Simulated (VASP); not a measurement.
# Ta in VASP: notebook

Ta is run at these levels: PBE; tasks: single point.

Program: VASP 6.6.1. These are calculated values, not measurements. Logs are shortened: lines on timing, memory, paths and dates and some standing lists are left out, and cuts for length are marked.

### 1 The cell of the first run

Symmetry: Im-3m, No. 229, cubic system. The conventional cell has a = 3.319 Å, b = 3.319 Å, c = 3.319 Å, α = 90.00°, β = 90.00°, γ = 90.00°. Ta (site symmetry m-3m) has 14 Ta at 2.87 to 3.32 Å within 3.8 Å.

### 2 Single point, PBE

File INCAR:

```
PREC = Accurate
ENCUT = 520
EDIFF = 1E-7
ISMEAR = 0
SIGMA = 0.15
LREAL = False
LASPH = True
NELM = 60
ALGO = Normal
ISIF = 2
LWAVE = False
LCHARG = False
GGA = PE
NBANDS = 12
```

File KPOINTS:

```
regular mesh
0
Gamma
  18 18 18
```

File POSCAR:

```
Ta
1.0
   -1.6594835689      1.6594835689      1.6594835689
    1.6594835689     -1.6594835689      1.6594835689
    1.6594835689      1.6594835689     -1.6594835689
Ta
1
Direct
    0.0000000000      0.0000000000      0.0000000000
```

Potentials or basis: VASP PAW PBE potentials, release 64 (Ta_pv).

Launch:

```bash
> cat potpaw_PBE.64/Ta_pv/POTCAR > POTCAR
> mpirun -np 1 vasp_std > vasp.out
```

OUTCAR:

```text
PREC = Accurate
   ENCUT = 520
   EDIFF = 1E-7
   ISMEAR = 0
   LREAL = False
   LASPH = True
   NELM = 60
   ISIF = 2
   GGA = PE

 ion  position               nearest neighbor table
   1  0.000  0.000  0.000-

  LATTYP: Found a body centered cubic cell.
 ALAT       =     3.3189671378

  Lattice vectors:

 A1 = (  -1.6594835689,   1.6594835689,   1.6594835689)
 A2 = (   1.6594835689,  -1.6594835689,   1.6594835689)
 A3 = (   1.6594835689,   1.6594835689,  -1.6594835689)

Analysis of symmetry for initial positions (statically):
=====================================================================
 Subroutine PRICEL returns:
 Original cell was already a primitive cell.

 Routine SETGRP: Setting up the symmetry group for a
 body centered cubic supercell.

 Subroutine GETGRP returns: Found 48 space group operations
 (whereof 48 operations were pure point group operations)
 out of a pool of 48 trial point group operations.

The static configuration has the point symmetry O_h .

Analysis of symmetry for dynamics (positions and initial velocities):
=====================================================================
 Subroutine PRICEL returns:
 Original cell was already a primitive cell.

 Routine SETGRP: Setting up the symmetry group for a
 body centered cubic supercell.

 Subroutine GETGRP returns: Found 48 space group operations
 (whereof 48 operations were pure point group operations)
 out of a pool of 48 trial point group operations.

The dynamic configuration has the point symmetry O_h .

 Subroutine INISYM returns: Found 48 space group operations
 (whereof 48 operations are pure point group operations),
 and found     1 'primitive' translations

----------------------------------------------------------------------------------------

                                     Primitive cell

  volume of cell :      18.2801

  direct lattice vectors                    reciprocal lattice vectors
    -1.659483569  1.659483569  1.659483569     0.000000000  0.301298554  0.301298554
     1.659483569 -1.659483569  1.659483569     0.301298554  0.000000000  0.301298554
     1.659483569  1.659483569 -1.659483569     0.301298554  0.301298554  0.000000000

  length of vectors
     2.874309856  2.874309856  2.874309856     0.426100502  0.426100502  0.426100502

  position of ions in fractional coordinates (direct lattice)
     0.000000000  0.000000000  0.000000000

  ion indices of the primitive-cell ions
   primitive index   ion index
                 1           1

----------------------------------------------------------------------------------------

 KPOINTS: regular mesh

Automatic generation of k-mesh.
 Grid dimensions read from file:
 generate k-points for:   18   18   18

 Generating k-lattice:

  Cartesian coordinates                     Fractional coordinates (reciprocal lattice)
     0.000000000  0.016738809  0.016738809     0.055555556  0.000000000  0.000000000
     0.016738809  0.000000000  0.016738809     0.000000000  0.055555556  0.000000000
     0.016738809  0.016738809  0.000000000     0.000000000  0.000000000  0.055555556

  Length of vectors
     0.023672250  0.023672250  0.023672250

  Shift w.r.t. Gamma in fractional coordinates (k-lattice)
     0.000000000  0.000000000  0.000000000

 Subroutine IBZKPT returns following result:
 ===========================================

 Found    195 irreducible k-points:

 Following reciprocal coordinates:
            Coordinates               Weight
  0.000000  0.000000  0.000000      1.000000
  0.055556  0.000000  0.000000     12.000000
  0.111111  0.000000  0.000000     12.000000
  0.166667  0.000000  0.000000     12.000000
  0.222222  0.000000  0.000000     12.000000
  0.277778  0.000000  0.000000     12.000000
[... 16 lines left out ...]
  0.333333  0.111111  0.000000     48.000000
  0.388889  0.111111  0.000000     48.000000
 [... further k-points ...]
   k-points           NKPTS =    195   k-points in BZ     NKDIM =    195   number of bands    NBANDS=     12
   number of dos      NEDOS =    301   number of ions     NIONS =      1
   total plane-waves  NPLWV =  13824
   dimension x,y,z NGX =    24 NGY =   24 NGZ =   24
   dimension x,y,z NGXF=    48 NGYF=   48 NGZF=   48
   ions per type =               1
   NGX,Y,Z   is equivalent  to a cutoff of  13.88, 13.88, 13.88 a.u.
   NGXF,Y,Z  is equivalent  to a cutoff of  27.76, 27.76, 27.76 a.u.
 SYSTEM =  unknown system
   PREC   = accura    normal or accurate (medium, high low for compatibility)
   ISTART =      0    job   : 0-new  1-cont  2-samecut
   ICHARG =      2    charge: 1-file 2-atom 10-const
   ISPIN  =      1    spin polarized calculation?
   LNONCOLLINEAR =      F non collinear calculations
   LSORBIT =      F    spin-orbit coupling
   LASPH  =      T    aspherical Exc in radial PAW
   ENCUT  =  520.0 eV  38.22 Ry    6.18 a.u.   5.34  5.34  5.34*2*pi/ulx,y,z
   NELM   =     60;   NELMIN=  2; NELMDL= -5     # of ELM steps
   EDIFF  = 0.1E-06   stopping-criterion for ELM
   LREAL  =      F    real-space projection
   EDIFFG = 0.1E-05   stopping-criterion for IOM
   NSW    =      0    number of steps for IOM
   IBRION =     -1    ionic relax: 0-MD 1-quasi-New 2-CG
   NFREE  =      0    steps in history (QN), initial steepest desc. (CG)
   ISIF   =      2    stress and relaxation
   ISYM   =      2    0-nonsym 1-usesym 2-fastsym
   POTIM  = 0.5000    time-step for ionic-motion
   TEBEG  =    0.0;   TEEND  =   0.0 temperature during run
   PSTRESS=    0.0 pullay stress
   NELECT =      11.0000    total number of electrons
   NUPDOWN=      -1.0000    fix difference up-down
   EMIN   =  10.00;   EMAX   =-10.00  energy-range for DOS
   EFERMI =   0.00;   METHOD = LEGACY
   ISMEAR =     0;   SIGMA  =   0.15  broadening in eV -4-tet -1-fermi 0-gaus
   EFERMI_NEDOS =   21; number of points for ismear=-14 and -15
   IALGO  =     38    algorithm
   IMIX   =      4    mixing-type and parameters
     AMIX     =   0.40;   BMIX     =  1.00
     AMIX_MAG =   1.60;   BMIX_MAG =  1.00
  volume/ion in A,a.u.               =      18.28       123.36
  Fermi-wavevector in a.u.,A,eV,Ry     =   1.382121  2.611830 25.990649  1.910259
  Thomas-Fermi vector in A             =   2.506842
   LORBIT       =      0    0 simple, 1 ext, 2 COOP (PROOUT), +10 PAW based schemes
   GGA     = PE    functional components
   LHFCALC =     F    Hartree Fock is set to
   AEXX    =    0.0000 exact exchange contribution
   IVDW    =     0    specifies the selected vdW correction
   LEPSILON=     F    determine dielectric tensor
   LRPA    =     F    only Hartree local field effects (RPA)
 non-spin polarized calculation
 Gauss-broadening in eV      SIGMA  =   0.15
  energy-cutoff  :      520.00
  volume of cell :       18.28
 maximum number of plane-waves:       531
 NGX is ok and might be reduce to    24
   NGX = 11   NGY = 11   NGZ = 11

 number of electron      11.0000001 magnetization

 Free energy of the ion-electron system (eV)
  ---------------------------------------------------
  ext. energy  EPLUGINS =         0.00000000
  ---------------------------------------------------
  free energy    TOTEN  =       -11.82024105 eV

  energy without entropy =      -11.80581048  energy(sigma->0) =      -11.81302576

 E-fermi :   5.3749     XC(G=0): -12.5424

 val. band max:        5.3562977290   @ k =   0.1111   0.1111   0.0000
 cond. band min:       5.3792830812   @ k =   0.3333   0.1667   0.0556
 fundamental gap:      0.0229853522
 Fermi energy:         5.3748856736

 k-point     1 :       0.0000    0.0000    0.0000
  band No.  band energies     occupation
      1     -27.7621      2.00000
      2     -27.7621      2.00000
      3     -27.7621      2.00000
      4      -2.4923      2.00000
      5       6.1019      0.00000
      6       6.1019      0.00000
      7       6.1019      0.00000
      8       9.3227      0.00000
      9       9.3227      0.00000
     10      20.0155      0.00000
     11      20.3078      0.00000
     12      20.3078      0.00000

 k-point     2 :       0.0556    0.0000    0.0000
  band No.  band energies     occupation
      1     -27.7987      2.00000
      2     -27.7734      2.00000
      3     -27.7623      2.00000
      4      -2.3563      2.00000
      5       6.0134      0.00000
      6       6.0771      0.00000
      7       6.2347      0.00000
      8       9.1773      0.00000
      9       9.3230      0.00000
     10      20.0155      0.00000
     11      20.4307      0.00000
     12      20.5465      0.00000

 k-point     3 :       0.1111    0.0000    0.0000
  band No.  band energies     occupation
      1     -27.9030      2.00000
      2     -27.8058      2.00000
      3     -27.7628      2.00000
      4      -1.9622      2.00000
      5       5.7691      0.00020
      6       5.9718      0.00000
      7       6.6287      0.00000
      8       8.8717      0.00000
      9       9.3310      0.00000
     10      20.0152      0.00000
     11      20.7381      0.00000
     12      21.2392      0.00000
[... 286 lines left out ...]
 k-point    23 :       0.3333    0.1111    0.0000
  band No.  band energies     occupation
      1     -28.7342      2.00000
      2     -28.1165      2.00000
      3     -27.8164      2.00000
      4       1.3597      2.00000
      5       4.1164      2.00000
      6       5.4170      0.69107
      7       9.0038      0.00000
      8      10.1547      0.00000
      9      12.1405      0.00000
     10      17.6295      0.00000
     11      18.9839      0.00000
     12      20.0256      0.00000

 k-point    24 :       0.3889    0.1111    0.0000
  band No.  band energies     occupation
      1     -28.8105      2.00000
      2     -28.1544      2.00000
      3     -27.8177      2.00000
      4       1.4389      2.00000
      5       3.9847      2.00000
      6       5.9833      0.00000
      7       9.0687      0.00000
      8      10.3357      0.00000
      9      13.1218      0.00000
     10      16.6490      0.00000
     11      18.2628      0.00000
     12      20.0228      0.00000

 [... further k-points ...]
[... 5 lines left out ...]
  --------------------------------------------------------------------------------------
  -------------------------------------------------------------------------------------
  Total        0.0119001      0.0119001      0.0119001      0.0000000     -0.0000000      0.0000000
  in kB        1.0429915      1.0429915      1.0429915      0.0000000     -0.0000000      0.0000000
  external PRESSURE =       1.0429915 kB  Pullay stress =       0.0000000 kB

 VOLUME and BASIS-vectors are now :
 -----------------------------------------------------------------------------
  energy-cutoff  :      520.00
  volume of cell :       18.28
      direct lattice vectors                 reciprocal lattice vectors
    -1.659483569  1.659483569  1.659483569     0.000000000  0.301298554  0.301298554
     1.659483569 -1.659483569  1.659483569     0.301298554  0.000000000  0.301298554
     1.659483569  1.659483569 -1.659483569     0.301298554  0.301298554  0.000000000

 POSITION                                       TOTAL-FORCE (eV/Angst)
 -----------------------------------------------------------------------------------
      0.00000      0.00000      0.00000         0.000000     -0.000000      0.000000
 -----------------------------------------------------------------------------------
    total drift:                                0.000000      0.000000     -0.000000

  FREE ENERGIE OF THE ION-ELECTRON SYSTEM (eV)
  ---------------------------------------------------
  free  energy   TOTEN  =       -11.8202410457 eV

  energy  without entropy=      -11.8058104779  energy(sigma->0) =      -11.81302576
```

Run time: 10 s. Hardware: 1 thread of Intel Xeon 6975P-C (Granite Rapids), shared host; peak memory 0.17 GiB.

Results:

| Property | Result |
| --- | --- |
| Free energy | -11.8202 eV |
| Pressure | 0.1 GPa |

Levels at points of the mesh, in eV from the Fermi level:
```
           k point  band 1  band 2  band 3  band 4  band 5  band 6  band 7  band 8  band 9  band 10
(0.00, 0.00, 0.00)  -33.14  -33.14  -33.14   -7.87    0.73    0.73    0.73    3.95    3.95    14.64
(0.50, 0.00, 0.00)  -34.25  -33.50  -33.14   -4.32   -1.51    1.51    3.82    4.83    7.65    11.48
(0.50, 0.50, 0.50)  -33.92  -33.92  -33.92   -3.72   -3.72    6.71    6.71    6.71    8.51     8.51
```

Caveat: spin-orbit coupling is left out, which moves the levels of the heavy elements.

### 3 Single point, PBE (normal strain along x -0.0550, normal strain along z +0.0000)

File INCAR:

```
  ALGO = Fast
  EDIFF = 1E-6
  ENCUT = 520
  GGA = PE
  ISIF = 2
  ISMEAR = 0
  LASPH = T
  LCHARG = F
  LREAL = F
  LWAVE = F
  NBANDS = 12
  NELM = 100
  PREC = Accurate
  SIGMA = 0.15
```

File KPOINTS:

```
k-points
0
Gamma
  18 18 18
```

File POSCAR:

```
Ta
1.0
   -1.5682119726      1.6594835689      1.6594835689
    1.5682119726     -1.6594835689      1.6594835689
    1.5682119726      1.6594835689     -1.6594835689
Ta
1
Direct
    0.0000000000      0.0000000000      0.0000000000
```

Potentials or basis: VASP PAW PBE potentials, release 64 (Ta_pv).

Launch:

```bash
> cat potpaw_PBE.64/Ta_pv/POTCAR > POTCAR
> mpirun -np 1 vasp_std > vasp.out
```

Wall time 32 s (1 thread of Intel Xeon 6975P-C (Granite Rapids), shared host); peak memory 0.22 GiB.

Results (log left out):

```
Free energy : -11.7686 eV
Pressure    : 12.8 GPa
```

Stress tensor (GPa, compression positive):
```
17.13  0.00  0.00
 0.00 10.66  0.00
 0.00  0.00 10.66
```

Levels at points of the mesh, in eV from the Fermi level:
```csv
k point,band 3,band 4,band 5,band 6,band 7,band 8
"(0.00, 0.00, 0.00)",-32.90,-8.09,0.23,1.01,1.01,3.57
"(0.50, 0.00, 0.00)",-32.89,-4.60,-1.13,1.49,3.37,4.79
"(0.00, 0.50, 0.00)",-32.95,-4.57,-1.92,1.94,4.15,5.58
"(0.50, 0.50, 0.50)",-33.73,-4.16,-3.99,7.10,7.10,7.35
```

Caveat: the cell differs from its parent crystal (normal strain along x -0.0550, normal strain along z +0.0000); spin-orbit coupling is left out, which moves the levels of the heavy elements.

(Part 1 of 2 ends here.)
